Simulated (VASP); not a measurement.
# SnGe5 (P-3m1) in VASP: a series of runs

SnGe5 is run at these levels: PBE; tasks: relaxation of cell and atoms, single point.

All numbers are computed with VASP 6.6.1; they aren't measurements. Logs are shortened: lines on timing, memory, paths and dates and some standing lists are left out, and cuts for length are marked.

**1. The cell of the first run**

It takes space group P-3m1 (No. 164, trigonal). Conventional cell: a = 3.206 Å, b = 3.206 Å, c = 14.565 Å, α = 90.00°, β = 90.00°, γ = 120.00°. Within 4.2 Å of Sn (site symmetry -3m) lie 6 Sn at 3.21 Å and 6 Ge at 3.39 Å. Within 3.7 Å of Ge (site symmetry 3m) lie 12 Ge at 2.81 to 3.21 Å. Within 3.9 Å of Ge (site symmetry -3m) lie 12 Ge at 2.98 to 3.21 Å. Within 3.7 Å of Ge (site symmetry 3m) lie 9 Ge at 2.81 to 3.21 Å and 3 Sn at 3.39 Å.

**2. Relaxation of cell and atoms, PBE**

File INCAR:

```
ALGO     = Normal         # electronic algorithm
EDIFF    = 1E-6           # SCF threshold, eV
EDIFFG   = -0.04          # ionic threshold
ENCUT    = 600            # plane-wave cutoff, eV
GGA      = PE             # functional
IBRION   = 2              # ionic algorithm
ISIF     = 3              # what is computed and relaxed
ISMEAR   = 0              # smearing method
LASPH    = True           # aspherical terms in the spheres
LCHARG   = False          # write CHGCAR
LREAL    = False          # projectors in reciprocal space
LWAVE    = False          # write WAVECAR
NELM     = 60             # most SCF steps
NSW      = 90             # ionic steps
PREC     = Accurate       # precision mode
SIGMA    = 0.1            # smearing width, eV
```

File KPOINTS:

```
k-points
0
Gamma
  6 6 2
```

File POSCAR:

```
SnGe5
1.0
    3.2058489846      0.0000000000      0.0000000000
   -1.6029244923      2.7763466613      0.0000000000
    0.0000000000      0.0000000000     14.5649454420
Sn Ge
1 5
Direct
    0.0000000000      0.0000000000      0.0000000000
    0.6666666667      0.3333333333      0.6602259760
    0.0000000000      0.0000000000      0.5000000000
    0.3333333333      0.6666666667      0.3397740240
    0.6666666667      0.3333333333      0.1947153454
    0.3333333333      0.6666666667      0.8052846546
```

Potentials or basis: VASP PAW PBE potentials, release 64 (Sn_d, Ge_d).

Command:

```
$ cat potpaw_PBE.64/Sn_d/POTCAR potpaw_PBE.64/Ge_d/POTCAR > POTCAR
$ mpirun -np 1 vasp_std > vasp.out
```

OUTCAR:

```text
EDIFF = 1E-6
   EDIFFG = -0.04
   ENCUT = 600
   GGA = PE
   IBRION = 2
   ISIF = 3
   ISMEAR = 0
   LASPH = True
   LREAL = False
   NELM = 60
   NSW = 90
   PREC = Accurate

 ion  position               nearest neighbor table
   1  0.000  0.000  0.000-
   2  0.667  0.333  0.660-   6 2.81   6 2.81   6 2.81
   3  0.000  0.000  0.500-
   4  0.333  0.667  0.340-   5 2.81   5 2.81   5 2.81
   5  0.667  0.333  0.195-   4 2.81   4 2.81   4 2.81
   6  0.333  0.667  0.805-   2 2.81   2 2.81   2 2.81

  LATTYP: Found a hexagonal cell.
 ALAT       =     3.2058489846
 C/A-ratio  =     4.5432412793

  Lattice vectors:

 A1 = (   3.2058489846,   0.0000000000,   0.0000000000)
 A2 = (  -1.6029244923,   2.7763466613,   0.0000000000)
 A3 = (   0.0000000000,   0.0000000000,  14.5649454420)

Analysis of symmetry for initial positions (statically):
=====================================================================
 Subroutine PRICEL returns:
 Original cell was already a primitive cell.

 Routine SETGRP: Setting up the symmetry group for a
 hexagonal supercell.

 Subroutine GETGRP returns: Found 12 space group operations
 (whereof 12 operations were pure point group operations)
 out of a pool of 24 trial point group operations.

The static configuration has the point symmetry D_3d.

Analysis of symmetry for dynamics (positions and initial velocities):
=====================================================================
 Subroutine PRICEL returns:
 Original cell was already a primitive cell.

 Routine SETGRP: Setting up the symmetry group for a
 hexagonal supercell.

 Subroutine GETGRP returns: Found 12 space group operations
 (whereof 12 operations were pure point group operations)
 out of a pool of 24 trial point group operations.

The dynamic configuration has the point symmetry D_3d.

 Subroutine INISYM returns: Found 12 space group operations
 (whereof 12 operations are pure point group operations),
 and found     1 'primitive' translations

----------------------------------------------------------------------------------------

                                     Primitive cell

  volume of cell :     129.6360

  direct lattice vectors                    reciprocal lattice vectors
     3.205848985  0.000000000  0.000000000     0.311929852  0.180092784  0.000000000
    -1.602924492  2.776346661  0.000000000     0.000000000  0.360185568  0.000000000
     0.000000000  0.000000000 14.564945442     0.000000000  0.000000000  0.068657998

  length of vectors
     3.205848985  3.205848985 14.564945442     0.360185568  0.360185568  0.068657998

  position of ions in fractional coordinates (direct lattice)
     0.000000000  0.000000000  0.000000000
     0.666666667  0.333333333  0.660225976
     0.000000000  0.000000000  0.500000000
     0.333333333  0.666666667  0.339774024
     0.666666667  0.333333333  0.194715345
     0.333333333  0.666666667  0.805284655

  ion indices of the primitive-cell ions
   primitive index   ion index
                 1           1
                 2           2
                 3           3
                 4           4
                 5           5
                 6           6

----------------------------------------------------------------------------------------

 KPOINTS: k-points

Automatic generation of k-mesh.
 Grid dimensions read from file:
 generate k-points for:    6    6    2

 Generating k-lattice:

  Cartesian coordinates                     Fractional coordinates (reciprocal lattice)
     0.051988309  0.030015464  0.000000000     0.166666667  0.000000000  0.000000000
     0.000000000  0.060030928  0.000000000     0.000000000  0.166666667  0.000000000
     0.000000000  0.000000000  0.034328999     0.000000000  0.000000000  0.500000000

  Length of vectors
     0.060030928  0.060030928  0.034328999

  Shift w.r.t. Gamma in fractional coordinates (k-lattice)
     0.000000000  0.000000000  0.000000000

 Subroutine IBZKPT returns following result:
 ===========================================

 Found     14 irreducible k-points:

 Following reciprocal coordinates:
            Coordinates               Weight
  0.000000  0.000000  0.000000      1.000000
  0.166667 -0.000000  0.000000      6.000000
  0.333333 -0.000000  0.000000      6.000000
  0.500000 -0.000000  0.000000      3.000000
  0.166667  0.166667  0.000000      6.000000
  0.333333  0.166667  0.000000     12.000000
  0.333333  0.333333  0.000000      2.000000
  0.000000  0.000000  0.500000      1.000000
  0.166667 -0.000000  0.500000      6.000000
  0.333333 -0.000000  0.500000      6.000000
  0.500000 -0.000000  0.500000      3.000000
  0.166667  0.166667  0.500000      6.000000
  0.333333  0.166667  0.500000     12.000000
  0.333333  0.333333  0.500000      2.000000
   k-points           NKPTS =     14   k-points in BZ     NKDIM =     14   number of bands    NBANDS=     50
   number of dos      NEDOS =    301   number of ions     NIONS =      6
   total plane-waves  NPLWV =  94080
   dimension x,y,z NGX =    28 NGY =   28 NGZ =  120
   dimension x,y,z NGXF=    56 NGYF=   56 NGZF=  240
   ions per type =               1   5
   NGX,Y,Z   is equivalent  to a cutoff of  14.52, 14.52, 13.70 a.u.
   NGXF,Y,Z  is equivalent  to a cutoff of  29.04, 29.04, 27.39 a.u.
 SYSTEM =  unknown system
   PREC   = accura    normal or accurate (medium, high low for compatibility)
   ISTART =      0    job   : 0-new  1-cont  2-samecut
   ICHARG =      2    charge: 1-file 2-atom 10-const
   ISPIN  =      1    spin polarized calculation?
   LNONCOLLINEAR =      F non collinear calculations
   LSORBIT =      F    spin-orbit coupling
   LASPH  =      T    aspherical Exc in radial PAW
   ENCUT  =  600.0 eV  44.10 Ry    6.64 a.u.   6.40  6.40 29.09*2*pi/ulx,y,z
   NELM   =     60;   NELMIN=  2; NELMDL= -5     # of ELM steps
   EDIFF  = 0.1E-05   stopping-criterion for ELM
   LREAL  =      F    real-space projection
   EDIFFG = -.4E-01   stopping-criterion for IOM
   NSW    =     90    number of steps for IOM
   IBRION =      2    ionic relax: 0-MD 1-quasi-New 2-CG
   NFREE  =      1    steps in history (QN), initial steepest desc. (CG)
   ISIF   =      3    stress and relaxation
   ISYM   =      2    0-nonsym 1-usesym 2-fastsym
   POTIM  = 0.5000    time-step for ionic-motion
   TEBEG  =    0.0;   TEEND  =   0.0 temperature during run
   PSTRESS=    0.0 pullay stress
   NELECT =      84.0000    total number of electrons
   NUPDOWN=      -1.0000    fix difference up-down
   EMIN   =  10.00;   EMAX   =-10.00  energy-range for DOS
   EFERMI =   0.00;   METHOD = LEGACY
   ISMEAR =     0;   SIGMA  =   0.10  broadening in eV -4-tet -1-fermi 0-gaus
   EFERMI_NEDOS =   21; number of points for ismear=-14 and -15
   IALGO  =     38    algorithm
   IMIX   =      4    mixing-type and parameters
     AMIX     =   0.40;   BMIX     =  1.00
     AMIX_MAG =   1.60;   BMIX_MAG =  1.00
  volume/ion in A,a.u.               =      21.61       145.80
  Fermi-wavevector in a.u.,A,eV,Ry     =   1.416640  2.677061 27.305095  2.006868
  Thomas-Fermi vector in A             =   2.537953
   LORBIT       =      0    0 simple, 1 ext, 2 COOP (PROOUT), +10 PAW based schemes
   GGA     = PE    functional components
   LHFCALC =     F    Hartree Fock is set to
   AEXX    =    0.0000 exact exchange contribution
   IVDW    =     0    specifies the selected vdW correction
   LEPSILON=     F    determine dielectric tensor
   LRPA    =     F    only Hartree local field effects (RPA)
 conjugate gradient relaxation of ions
 non-spin polarized calculation
 Gauss-broadening in eV      SIGMA  =   0.10
  energy-cutoff  :      600.00
  volume of cell :      129.64
 maximum number of plane-waves:      4368
 NGX is ok and might be reduce to    28
   NGX = 13   NGY = 13   NGZ = 59

--------------------------------------- Ionic step        1  -------------------------------------------

 number of electron      83.9999990 magnetization

 Free energy of the ion-electron system (eV)
  ---------------------------------------------------
  ext. energy  EPLUGINS =         0.00000000
  ---------------------------------------------------
  free energy    TOTEN  =       -24.60271853 eV

  energy without entropy =      -24.58917729  energy(sigma->0) =      -24.59594791

------------------------ aborting loop because EDIFF is reached ----------------------------------------

  FORCE on cell =-STRESS in cart. coord.  units (eV):
  Direction    XX          YY          ZZ          XY          YZ          ZX
  --------------------------------------------------------------------------------------
  -------------------------------------------------------------------------------------
  Total       -0.7497238     -0.7497238      0.1506724      0.0000000      0.0000000      0.0000000
  in kB       -9.2658712     -9.2658712      1.8621678      0.0000000      0.0000000      0.0000000
  external PRESSURE =      -5.5565249 kB  Pullay stress =       0.0000000 kB
[... 225 lines left out ...]
  energy  without entropy=      -24.6126230004  energy(sigma->0) =      -24.61458701

--------------------------------------- Ionic step        7  -------------------------------------------

 number of electron      84.0000000 magnetization

 Free energy of the ion-electron system (eV)
  ---------------------------------------------------
  ext. energy  EPLUGINS =         0.00000000
  ---------------------------------------------------
  free energy    TOTEN  =       -24.61820425 eV

  energy without entropy =      -24.61415789  energy(sigma->0) =      -24.61618107

 E-fermi :   6.5339     XC(G=0): -10.8105

 val. band max:        6.3559012727   @ k =   0.3333  -0.0000   0.5000
 cond. band min:       6.6118913609   @ k =   0.1667   0.1667   0.5000
 fundamental gap:      0.2559900882
 Fermi energy:         6.5339010506

 k-point     1 :       0.0000    0.0000    0.0000
  band No.  band energies     occupation
      1     -18.2642      2.00000
      2     -18.2642      2.00000
      3     -18.2579      2.00000
      4     -18.2331      2.00000
      5     -18.2331      2.00000
      6     -18.1686      2.00000
[... 764 lines left out ...]
  FREE ENERGIE OF THE ION-ELECTRON SYSTEM (eV)
  ---------------------------------------------------
  free  energy   TOTEN  =       -24.6182042503 eV

  energy  without entropy=      -24.6141578883  energy(sigma->0) =      -24.61618107

 reached required accuracy - stopping structural energy minimisation
```

It took 21 min on 1 thread of Intel Xeon 8259CL, shared host; peak memory 0.36 GiB.

Results:

| Quantity | Value |
| --- | --- |
| Free energy | -24.6182 eV |
| Relaxed volume | 21.35 Å³/atom |
| Relaxed cell | a = 3.168 Å, b = 3.168 Å, c = 14.737 Å, α = 90.00°, β = 90.00°, γ = 120.00° |
| Space group after relaxing (to 0.1 Å) | P-3m1 (No. 164) |
| Energy gained by relaxing | 2.6 meV/atom |
| Ionic steps | 7 |
| Pressure after relaxing | 0.2 GPa |
| Largest force after relaxing | 0.026 eV/Å |
| Band gap on the k mesh | zero (bands 42 and 43 overlap by 7.01 eV) |

Forces in eV/Å, atoms in the order of the input:
```
Sn   0.000  0.000  0.000
Ge   0.000  0.000  0.019
Ge   0.000  0.000  0.000
Ge   0.000  0.000 -0.019
Ge   0.000  0.000  0.026
Ge   0.000  0.000 -0.026
```

The path:
```
step  energy change (eV)  largest force (eV/Å)  pressure (GPa)  volume (Å³)
   1              0.0000                0.0872           -0.56       129.64
   2             -0.0080                0.0403           -0.04       128.23
   3             -0.0085                0.0188            0.87       126.35
   4             -0.0100                0.0107            0.58       127.17
   5             -0.0137                0.0099            0.51       127.22
   6             -0.0138                0.0101            0.52       127.22
   7             -0.0155                0.0259            0.18       128.09
```

Final structure:
```xyz
6
Lattice="3.1680 0.0000 0.0000 -1.5840 2.7436 0.0000 0.0000 0.0000 14.7371" Properties=species:S:1:pos:R:3 pbc="T T T"
Sn   -1.5840    2.7436    0.0000
Ge    1.5840    0.9145    9.7385
Ge    0.0000    0.0000    7.3685
Ge    0.0000    1.8291    4.9985
Ge    1.5840    0.9145    2.8809
Ge    0.0000    1.8291   11.8561
```

Levels at points of the mesh, in eV from the Fermi level:
| k point | band 38 | band 39 | band 40 | band 41 | band 42 | band 43 | band 44 | band 45 | band 46 | band 47 |
| --- | --- | --- | --- | --- | --- | --- | --- | --- | --- | --- |
| (0.00, 0.00, 0.00) | -1.03 | -0.79 | 4.25 | 5.09 | 5.09 | 5.26 | 5.26 | 5.66 | 5.94 | 5.94 |
| (0.50, 0.00, 0.00) | -4.10 | -3.88 | -3.43 | -1.76 | -1.55 | 0.16 | 0.51 | 1.54 | 1.98 | 2.93 |
| (0.00, 0.00, 0.50) | -3.21 | 1.54 | 2.21 | 5.09 | 5.09 | 5.25 | 5.25 | 5.96 | 5.96 | 6.76 |
| (0.50, 0.00, 0.50) | -4.64 | -3.16 | -3.02 | -2.26 | -2.22 | 1.17 | 1.27 | 1.57 | 1.65 | 1.92 |

Caveat: the k points lie up to 0.38 Å⁻¹ apart in the final cell, too coarse for converged energies and pressures of a metal; spin-orbit coupling is left out, which moves the levels of the heavy elements.

[end of part 1 of 2]

The gap in the log of VASP goes by the Fermi energy; the results here count the filled bands.